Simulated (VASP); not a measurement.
# F in VASP: notebook

The runs below take F through single point, with PBE.

Everything below comes from runs of VASP 6.6.1. Logs are shortened: lines on timing, memory, paths and dates and some standing lists are left out, and cuts for length are marked.

### Step 1. The cell of the first run

The typed cell holds 4 atoms: a = 3.007 Å, b = 3.007 Å, c = 6.622 Å, α = 94.14°, β = 94.14°, γ = 63.57°.

### Step 2. Single point, PBE (atoms moved at random)

The input, INCAR:

```
SYSTEM = F
PREC = Accurate
ENCUT = 520
EDIFF = 1E-6
ISMEAR = -1
SIGMA = 0.05
LREAL = .False.
LASPH = .True.
NELM = 60
ALGO = Normal
ISIF = 2
LWAVE = .False.
LCHARG = .False.
GGA = PE
NBANDS = 22
```

The input, KPOINTS:

```
Automatic mesh
0
Gamma
  10 10 4
  0 0 0
```

The input, POSCAR:

```
F
1.0
    2.5563224246     -1.5840272486      0.0000000000
    2.5563224246      1.5840272486      0.0000000000
   -0.5621106040      0.0000000000      6.5977088989
F
4
Direct
    0.9301690000      0.5965080000      0.1028400000
    0.3970410000      0.0951220000      0.4083160000
    0.1002290000      0.3932650000      0.9046980000
    0.5966170000      0.9034250000      0.5913970000
```

Potentials or basis: VASP PAW PBE potentials, release 64 (F).

The run is started by

```
$ cat potpaw_PBE.64/F/POTCAR > POTCAR
$ mpirun -np 1 vasp_std > vasp.out
```

OUTCAR:

```text
SYSTEM = F
   PREC = Accurate
   ENCUT = 520
   EDIFF = 1E-6
   ISMEAR = -1
   LREAL = .False.
   LASPH = .True.
   NELM = 60
   ISIF = 2
   GGA = PE

 ion  position               nearest neighbor table
   1  0.930  0.597  0.103-   3 1.44
   2  0.397  0.095  0.408-   4 1.36
   3  0.100  0.393  0.905-   1 1.44
   4  0.597  0.903  0.591-   2 1.36

  LATTYP: Found a base centered monoclinic cell.
 ALAT       =     5.1126448492
 B/A-ratio  =     0.6196508051
 C/A-ratio  =     1.2951439236
 COS(beta)  =    -0.0848903102

  Lattice vectors:

 A1 = (   2.5563224246,  -1.5840272486,   0.0000000000)
 A2 = (   2.5563224246,   1.5840272486,   0.0000000000)
 A3 = (  -0.5621106040,   0.0000000000,   6.5977088989)

Analysis of symmetry for initial positions (statically):
=====================================================================
 Subroutine PRICEL returns:
 Original cell was already a primitive cell.

 Routine SETGRP: Setting up the symmetry group for a
 base centered monoclinic supercell.

 Subroutine GETGRP returns: Found  1 space group operations
 (whereof  1 operations were pure point group operations)
 out of a pool of  4 trial point group operations.

The static configuration has the point symmetry C_1 .

Analysis of symmetry for dynamics (positions and initial velocities):
=====================================================================
 Subroutine PRICEL returns:
 Original cell was already a primitive cell.

 Routine SETGRP: Setting up the symmetry group for a
 base centered monoclinic supercell.

 Subroutine GETGRP returns: Found  1 space group operations
 (whereof  1 operations were pure point group operations)
 out of a pool of  4 trial point group operations.

The dynamic configuration has the point symmetry C_1 .

 Subroutine INISYM returns: Found  1 space group operations
 (whereof  1 operations are pure point group operations),
 and found     1 'primitive' translations

----------------------------------------------------------------------------------------

                                     Primitive cell

  volume of cell :      53.4320

  direct lattice vectors                    reciprocal lattice vectors
     2.556322425 -1.584027249  0.000000000     0.195593480 -0.315651136  0.016664144
     2.556322425  1.584027249  0.000000000     0.195593480  0.315651136  0.016664144
    -0.562110604  0.000000000  6.597708899     0.000000000  0.000000000  0.151567766

  length of vectors
     3.007312199  3.007312199  6.621610910     0.371712446  0.371712446  0.151567766

  position of ions in fractional coordinates (direct lattice)
     0.930169000  0.596508000  0.102840000
     0.397041000  0.095122000  0.408316000
     0.100229000  0.393265000  0.904698000
     0.596617000  0.903425000  0.591397000

  ion indices of the primitive-cell ions
   primitive index   ion index
                 1           1
                 2           2
                 3           3
                 4           4

----------------------------------------------------------------------------------------

 KPOINTS: Automatic mesh

Automatic generation of k-mesh.
 Grid dimensions read from file:
 generate k-points for:   10   10    4

 Generating k-lattice:

  Cartesian coordinates                     Fractional coordinates (reciprocal lattice)
     0.019559348 -0.031565114  0.001666414     0.100000000  0.000000000  0.000000000
     0.019559348  0.031565114  0.001666414     0.000000000  0.100000000  0.000000000
     0.000000000  0.000000000  0.037891942     0.000000000  0.000000000  0.250000000

  Length of vectors
     0.037171245  0.037171245  0.037891942

  Shift w.r.t. Gamma in fractional coordinates (k-lattice)
     0.000000000  0.000000000  0.000000000

 Subroutine IBZKPT returns following result:
 ===========================================

 Found    204 irreducible k-points:

 Following reciprocal coordinates:
            Coordinates               Weight
  0.000000  0.000000  0.000000      1.000000
  0.100000  0.000000 -0.000000      2.000000
 -0.000000 -0.100000  0.000000      2.000000
  0.200000  0.000000 -0.000000      2.000000
 -0.000000 -0.200000  0.000000      2.000000
  0.300000  0.000000  0.000000      2.000000
[... 16 lines left out ...]
 -0.300000  0.100000  0.000000      2.000000
 -0.100000  0.300000 -0.000000      2.000000
 [... further k-points ...]
   k-points           NKPTS =    204   k-points in BZ     NKDIM =    204   number of bands    NBANDS=     22
   number of dos      NEDOS =    301   number of ions     NIONS =      4
   total plane-waves  NPLWV =  28800
   dimension x,y,z NGX =    24 NGY =   24 NGZ =   50
   dimension x,y,z NGXF=    48 NGYF=   48 NGZF=  100
   ions per type =               4
   NGX,Y,Z   is equivalent  to a cutoff of  13.27, 13.27, 12.55 a.u.
   NGXF,Y,Z  is equivalent  to a cutoff of  26.53, 26.53, 25.11 a.u.
 SYSTEM =  F
   PREC   = accura    normal or accurate (medium, high low for compatibility)
   ISTART =      0    job   : 0-new  1-cont  2-samecut
   ICHARG =      2    charge: 1-file 2-atom 10-const
   ISPIN  =      1    spin polarized calculation?
   LNONCOLLINEAR =      F non collinear calculations
   LSORBIT =      F    spin-orbit coupling
   LASPH  =      T    aspherical Exc in radial PAW
   ENCUT  =  520.0 eV  38.22 Ry    6.18 a.u.   5.59  5.59 12.31*2*pi/ulx,y,z
   NELM   =     60;   NELMIN=  2; NELMDL= -5     # of ELM steps
   EDIFF  = 0.1E-05   stopping-criterion for ELM
   LREAL  =      F    real-space projection
   EDIFFG = 0.1E-04   stopping-criterion for IOM
   NSW    =      0    number of steps for IOM
   IBRION =     -1    ionic relax: 0-MD 1-quasi-New 2-CG
   NFREE  =      0    steps in history (QN), initial steepest desc. (CG)
   ISIF   =      2    stress and relaxation
   ISYM   =      2    0-nonsym 1-usesym 2-fastsym
   POTIM  = 0.5000    time-step for ionic-motion
   TEBEG  =    0.0;   TEEND  =   0.0 temperature during run
   PSTRESS=    0.0 pullay stress
   NELECT =      28.0000    total number of electrons
   NUPDOWN=      -1.0000    fix difference up-down
   EMIN   =  10.00;   EMAX   =-10.00  energy-range for DOS
   EFERMI =   0.00;   METHOD = LEGACY
   ISMEAR =    -1;   SIGMA  =   0.05  broadening in eV -4-tet -1-fermi 0-gaus
   EFERMI_NEDOS =   21; number of points for ismear=-14 and -15
   IALGO  =     38    algorithm
   IMIX   =      4    mixing-type and parameters
     AMIX     =   0.40;   BMIX     =  1.00
     AMIX_MAG =   1.60;   BMIX_MAG =  1.00
  volume/ion in A,a.u.               =      13.36        90.14
  Fermi-wavevector in a.u.,A,eV,Ry     =   1.319857  2.494169 23.701672  1.742024
  Thomas-Fermi vector in A             =   2.449725
   LORBIT       =      0    0 simple, 1 ext, 2 COOP (PROOUT), +10 PAW based schemes
   GGA     = PE    functional components
   LHFCALC =     F    Hartree Fock is set to
   AEXX    =    0.0000 exact exchange contribution
   IVDW    =     0    specifies the selected vdW correction
   LEPSILON=     F    determine dielectric tensor
   LRPA    =     F    only Hartree local field effects (RPA)
 non-spin polarized calculation
  energy-cutoff  :      520.00
  volume of cell :       53.43
 maximum number of plane-waves:      1468
 NGX is ok and might be reduce to    24
   NGX = 11   NGY = 11   NGZ = 25

 number of electron      28.0000003 magnetization

 Free energy of the ion-electron system (eV)
  ---------------------------------------------------
  ext. energy  EPLUGINS =         0.00000000
  ---------------------------------------------------
  free energy    TOTEN  =        -7.11278079 eV

  energy without entropy =       -7.11278079  energy(sigma->0) =       -7.11278079

 E-fermi :  -2.9105     XC(G=0):  -8.4464

 val. band max:       -4.1687125291   @ k =   0.0000   0.5000   0.5000
 cond. band min:      -1.4844020977   @ k =   0.0000   0.0000   0.0000
 fundamental gap:      2.6843104315
 Fermi energy:        -2.9105496456

 k-point     1 :       0.0000    0.0000    0.0000
  band No.  band energies     occupation
      1     -30.1700      2.00000
      2     -28.9278      2.00000
      3     -23.0992      2.00000
      4     -22.4808      2.00000
      5     -11.2252      2.00000
      6     -10.0612      2.00000
[... 14 lines left out ...]
     21      16.8379      0.00000
     22      18.8303      0.00000

 k-point     2 :       0.1000    0.0000   -0.0000
  band No.  band energies     occupation
      1     -30.1544      2.00000
      2     -28.9119      2.00000
      3     -23.0842      2.00000
      4     -22.4881      2.00000
      5     -11.2093      2.00000
      6     -10.0839      2.00000
[... 14 lines left out ...]
     21      16.9335      0.00000
     22      17.3225      0.00000

 k-point     3 :      -0.0000   -0.1000    0.0000
  band No.  band energies     occupation
      1     -30.1535      2.00000
      2     -28.9122      2.00000
      3     -23.0842      2.00000
      4     -22.4898      2.00000
      5     -11.2111      2.00000
      6     -10.0840      2.00000
[... 14 lines left out ...]
     21      16.9364      0.00000
     22      17.3245      0.00000

 k-point     4 :       0.2000    0.0000   -0.0000
  band No.  band energies     occupation
      1     -30.1133      2.00000
      2     -28.8699      2.00000
      3     -23.0433      2.00000
      4     -22.5097      2.00000
      5     -11.1613      2.00000
      6     -10.1526      2.00000
[... 14 lines left out ...]
     21      15.7224      0.00000
     22      17.2280      0.00000

 k-point     5 :      -0.0000   -0.2000    0.0000
  band No.  band energies     occupation
      1     -30.1100      2.00000
      2     -28.8709      2.00000
      3     -23.0429      2.00000
      4     -22.5162      2.00000
      5     -11.1681      2.00000
      6     -10.1528      2.00000
[... 14 lines left out ...]
     21      15.7035      0.00000
     22      17.1241      0.00000

 k-point     6 :       0.3000    0.0000    0.0000
  band No.  band energies     occupation
      1     -30.0618      2.00000
      2     -28.8172      2.00000
      3     -22.9879      2.00000
      4     -22.5422      2.00000
      5     -11.0809      2.00000
      6     -10.2678      2.00000
[... 14 lines left out ...]
     21      15.0547      0.00000
     22      15.6869      0.00000

 k-point     7 :       0.0000   -0.3000    0.0000
  band No.  band energies     occupation
      1     -30.0556      2.00000
      2     -28.8191      2.00000
      3     -22.9861      2.00000
      4     -22.5560      2.00000
      5     -11.0942      2.00000
      6     -10.2671      2.00000
[... 324 lines left out ...]
      6     -10.4359      2.00000
[... 14 lines left out ...]
     21      13.1110      0.00000
     22      13.4650      0.00000

 k-point    21 :      -0.4000    0.1000    0.0000
  band No.  band energies     occupation
      1     -30.0024      2.00000
      2     -28.7575      2.00000
      3     -22.9147      2.00000
      4     -22.5925      2.00000
      5     -10.9186      2.00000
      6     -10.4824      2.00000
[... 14 lines left out ...]
     21      13.1798      0.00000
     22      13.9083      0.00000

 k-point    22 :      -0.1000    0.4000    0.0000
  band No.  band energies     occupation
      1     -29.9945      2.00000
      2     -28.7599      2.00000
      3     -22.9090      2.00000
      4     -22.6135      2.00000
      5     -10.9387      2.00000
      6     -10.4761      2.00000
[... 14 lines left out ...]
     21      13.1513      0.00000
     22      13.8558      0.00000

 k-point    23 :      -0.3000    0.1000    0.0000
  band No.  band energies     occupation
      1     -30.0323      2.00000
      2     -28.7893      2.00000
      3     -22.9528      2.00000
      4     -22.5798      2.00000
      5     -11.0145      2.00000
      6     -10.3786      2.00000
[... 14 lines left out ...]
     21      14.5499      0.00000
     22      15.1409      0.00000

 k-point    24 :      -0.1000    0.3000   -0.0000
  band No.  band energies     occupation
      1     -30.0268      2.00000
      2     -28.7910      2.00000
      3     -22.9502      2.00000
      4     -22.5928      2.00000
      5     -11.0269      2.00000
      6     -10.3761      2.00000
[... 14 lines left out ...]
     21      14.5261      0.00000
     22      15.0641      0.00000

 [... further k-points ...]
[... 5 lines left out ...]
  --------------------------------------------------------------------------------------
  -------------------------------------------------------------------------------------
  Total        0.6364113      1.4488957      3.3270395      0.1155041     -1.6613334     -0.1743502
  in kB       19.0830184     43.4456495     99.7624509      3.4634312    -49.8156674     -5.2279513
  external PRESSURE =      54.0970396 kB  Pullay stress =       0.0000000 kB

 VOLUME and BASIS-vectors are now :
 -----------------------------------------------------------------------------
  energy-cutoff  :      520.00
  volume of cell :       53.43
      direct lattice vectors                 reciprocal lattice vectors
     2.556322425 -1.584027249  0.000000000     0.195593480 -0.315651136  0.016664144
     2.556322425  1.584027249  0.000000000     0.195593480  0.315651136  0.016664144
    -0.562110604  0.000000000  6.597708899     0.000000000  0.000000000  0.151567766

 POSITION                                       TOTAL-FORCE (eV/Angst)
 -----------------------------------------------------------------------------------
      3.84487     -0.52853      0.67851        -0.002008     -0.048013     -0.176459
      1.02861     -0.47825      2.69395         0.158221      1.189847     -2.509755
      0.75299      0.46418      5.96893         0.000663      0.062827      0.145368
      3.50216      0.48599      3.90187        -0.156877     -1.204661      2.540846
 -----------------------------------------------------------------------------------
    total drift:                               -0.001454      0.000815      0.000748

  FREE ENERGIE OF THE ION-ELECTRON SYSTEM (eV)
  ---------------------------------------------------
  free  energy   TOTEN  =        -7.1127807898 eV

  energy  without entropy=       -7.1127807898  energy(sigma->0) =       -7.11278079
```

It took 1.9 min on 1 thread of Intel Xeon Platinum 8488C (Sapphire Rapids), shared host; peak memory 0.28 GiB.

What came out:

| Item | Value |
| --- | --- |
| Free energy | -7.1128 eV |
| Pressure | 5.4 GPa |
| Largest force | 2.816 eV/Å |
| Band gap on the k mesh | 2.68 eV |

Forces in eV/Å, atoms in the order of the input:
```
F   -0.002 -0.048 -0.176
F    0.158  1.190 -2.510
F    0.001  0.063  0.145
F   -0.157 -1.205  2.541
```

Stress tensor (GPa, compression positive):
```
 1.91  0.35 -0.52
 0.35  4.34 -4.98
-0.52 -4.98  9.98
```

Levels at points of the mesh, in eV from the valence-band top:
```
           k point  band 11  band 12  band 13  band 14  band 15  band 16  band 17  band 18
(0.00, 0.00, 0.00)    -0.51    -0.26    -0.11     0.00     2.68     4.25     9.81    12.37
(0.50, 0.00, 0.00)    -0.64    -0.53    -0.21    -0.14     3.04     4.16    14.63    14.70
(0.00, 0.50, 0.00)    -0.67    -0.45    -0.22    -0.06     3.05     4.14    14.62    14.67
(0.50, 0.50, 0.00)    -0.97    -0.65    -0.34    -0.20     2.91     4.24    14.71    15.66
(0.00, 0.00, 0.50)    -0.44    -0.40    -0.10    -0.01     2.90     4.00    10.69    10.79
(0.50, 0.00, 0.50)    -0.59    -0.45    -0.18    -0.05     2.97     4.13    14.85    15.08
(0.00, 0.50, 0.50)    -0.59    -0.39    -0.19     0.00     2.99     4.09    14.84    14.92
(0.50, 0.50, 0.50)    -0.69    -0.55    -0.53    -0.42     3.02     4.14    15.03    15.15
```

Caveat: the cell differs from its parent crystal (atoms moved at random); the cell stands under pressure; forces of over 1 eV/Å act on the atoms, so gaps and moduli don't describe the material at rest.

### Step 3. Single point, PBE

This run uses another cell than the first one, of 13.89 Å³/atom.

The input, INCAR:

```
SYSTEM = F
  PREC = Accurate
  ENCUT = 910
  EDIFF = 1E-6
  ISMEAR = -1
  SIGMA = 0.05
  LREAL = .FALSE.
  LASPH = .TRUE.
  NELM = 120
  ALGO = Normal
  ISIF = 2
  LWAVE = .FALSE.
  LCHARG = .FALSE.
  GGA = PE
  NBANDS = 22
  GGA_COMPAT = .FALSE.
```

The input, KPOINTS:

```
Automatic mesh
0
G
  10 10 4
  0 0 0
```

The input, POSCAR:

```
F
1.0
    2.5899621037     -1.6048721028      0.0000000000
    2.5899621037      1.6048721028      0.0000000000
   -0.5695076444      0.0000000000      6.6845308146
F
4
Direct
    0.9153359700      0.5958328800      0.0979555000
    0.4041671200      0.0846640300      0.4020445000
    0.0846640300      0.4041671200      0.9020445000
    0.5958328800      0.9153359700      0.5979555000
```

Potentials or basis: VASP PAW PBE potentials, release 64 (F_h).

The run is started by

```
$ cat potpaw_PBE.64/F_h/POTCAR > POTCAR
$ mpirun -np 1 vasp_std > vasp.out
```

Wall time 1.8 min (1 thread of Intel Xeon 6975P-C (Granite Rapids), shared host); peak memory 0.37 GiB.

It converged, with:

```
Free energy            : -7.3773 eV
Pressure               : -0.4 GPa
Largest force          : 0.438 eV/Å
Band gap on the k mesh : 2.56 eV
```

Forces in eV/Å, atoms in the order of the input:
```
F    0.017 -0.187 -0.396
F   -0.017 -0.187  0.396
F   -0.017  0.187  0.396
F    0.017  0.187 -0.396
```

Stress tensor (GPa, compression positive):
```
 0.87  0.00  0.19
 0.00  0.38  0.00
 0.19  0.00 -2.37
```

Levels at points of the mesh, in eV from the valence-band top:
| k point | band 10 | band 11 | band 12 | band 13 | band 14 | band 15 | band 16 | band 17 | band 18 | band 19 |
| --- | --- | --- | --- | --- | --- | --- | --- | --- | --- | --- |
| (0.00, 0.00, 0.00) | -2.91 | -0.46 | -0.16 | -0.06 | 0.00 | 2.56 | 3.63 | 9.80 | 12.31 | 13.40 |
| (0.50, 0.00, 0.00) | -3.17 | -0.58 | -0.53 | -0.16 | -0.12 | 3.22 | 3.24 | 14.58 | 14.64 | 16.47 |
| (0.50, 0.50, 0.00) | -3.20 | -0.91 | -0.60 | -0.28 | -0.16 | 2.85 | 3.54 | 14.70 | 15.56 | 15.71 |
| (0.00, 0.00, 0.50) | -2.93 | -0.34 | -0.34 | -0.03 | -0.03 | 3.09 | 3.09 | 10.70 | 10.70 | 15.97 |
| (0.50, 0.00, 0.50) | -3.14 | -0.50 | -0.45 | -0.15 | -0.04 | 3.14 | 3.20 | 14.86 | 15.01 | 15.21 |
| (0.50, 0.50, 0.50) | -3.27 | -0.57 | -0.57 | -0.41 | -0.41 | 3.20 | 3.20 | 15.07 | 15.07 | 16.18 |

Caveat: the cutoff is under 1.25 times the usual one of these potentials, so pressure, stress and relaxed cells hold a basis-set (Pulay) error. A k mesh can miss the band edges.
